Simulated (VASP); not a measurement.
Here is a VASP 6.6.1 calculation.

The input INCAR:

```
SYSTEM = NbP
ALGO = Normal
EDIFF = 1E-6
ENCUT = 500
GGA = PS
GGA_COMPAT = .False.
ISIF = 2
ISMEAR = 0
LASPH = .True.
LCHARG = .False.
LREAL = .False.
LWAVE = .False.
NBANDS = 26
NELM = 120
PREC = Accurate
SIGMA = 0.15
```

File KPOINTS:

```
k-points
0
Gamma
  20 20 20
  0 0 0
```

File POSCAR:

```
NbP
1.0
   -1.6601250185      1.6601250185      5.6451939432
    1.6601250185     -1.6601250185      5.6451939432
    1.6601250185      1.6601250185     -5.6451939432
Nb P
2 2
Direct
    0.7501874488      0.7501874488      0.0000000000
    0.5001874488      0.0001874488      0.5000000000
    0.3324411262      0.3324411262      0.0000000000
    0.0824411262      0.5824411262      0.5000000000
```

Potentials or basis: VASP PAW PBE potentials, release 64 (Nb_sv, P).

The run is started by

```console
$ cat potpaw_PBE.64/Nb_sv/POTCAR potpaw_PBE.64/P/POTCAR > POTCAR
$ mpirun -np 1 vasp_std > vasp.out
```

(1) Predict the pressure.

(2) Estimate the band gap on the k mesh.

Results:

(1) -0.3 GPa.

(2) zero (bands 18 and 19 overlap by 0.14 eV).

Caveat: the PAW data sets were made with another functional, which shifts forces and pressure a little.
